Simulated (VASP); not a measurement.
A run of VASP 6.6.1 is set up as follows.

File POSCAR:

```
Pb
1.0
    3.6192007182      0.0000000000      0.0000000000
   -1.8096003591      3.1343197634      0.0000000000
    0.0000000000      0.0000000000      5.8136000000
Pb
2
Direct
    0.3333333333      0.6666666667      0.2500000000
    0.6666666667      0.3333333333      0.7500000000
```

File INCAR.step1:

```
SYSTEM = Pb
PREC     = Accurate       ! precision mode
ENCUT    = 520            ! plane-wave cutoff, eV
ISMEAR   = 0              ! smearing method
SIGMA    = 0.15           ! smearing width, eV
LREAL    = .False.        ! projectors in reciprocal space
LASPH    = .True.         ! aspherical terms in the spheres
NELM     = 100            ! most SCF steps
NBANDS   = 21             ! bands
GGA      = PE             ! functional
ALGO     = Normal         ! electronic algorithm
EDIFF    = 1E-4           ! SCF threshold, eV
LWAVE    = .True.         ! write WAVECAR
LCHARG   = .False.        ! write CHGCAR
```

The input INCAR.step2:

```
SYSTEM = Pb
PREC     = Accurate       ! precision mode
ENCUT    = 520            ! plane-wave cutoff, eV
EDIFF    = 1E-6           ! SCF threshold, eV
ISMEAR   = 0              ! smearing method
SIGMA    = 0.15           ! smearing width, eV
LREAL    = .False.        ! projectors in reciprocal space
LASPH    = .True.         ! aspherical terms in the spheres
NELM     = 100            ! most SCF steps
ALGO     = Normal         ! electronic algorithm
ISIF     = 2              ! what is computed and relaxed
LWAVE    = .False.        ! write WAVECAR
LCHARG   = .True.         ! write CHGCAR
METAGGA  = R2SCAN         ! meta-GGA
LMIXTAU  = .True.       
LELF     = .True.         ! ELF
LVHAR    = .True.       
NBANDS   = 21             ! bands
ISTART   = 1
```

File KPOINTS:

```
regular mesh
0
Gamma
  18 18 10
  0 0 0
```

Potentials or basis: VASP PAW PBE potentials, release 64 (Pb_d).

The run is started by

```console
$ cat potpaw_PBE.64/Pb_d/POTCAR > POTCAR
$ cp INCAR.step1 INCAR
$ mpirun -np 1 vasp_std > vasp.out
$ cp INCAR.step2 INCAR
$ mpirun -np 1 vasp_std > vasp.out
```

Q: What does it give for the pressure?

A: -2.3 GPa.

Q: What does it give for the band gap on the k mesh?

A: Zero (bands 14 and 15 overlap by 7.24 eV).

Stress tensor (GPa, compression positive):
```
-2.75  0.00  0.00
 0.00 -2.75  0.00
 0.00  0.00 -1.49
```

Caveat: the cell differs from its parent crystal (strain +0.040 along x and y, +0.040 along z); the PAW data sets were made with another functional, which shifts forces and pressure a little; spin-orbit coupling is left out, which moves the levels of the heavy elements.
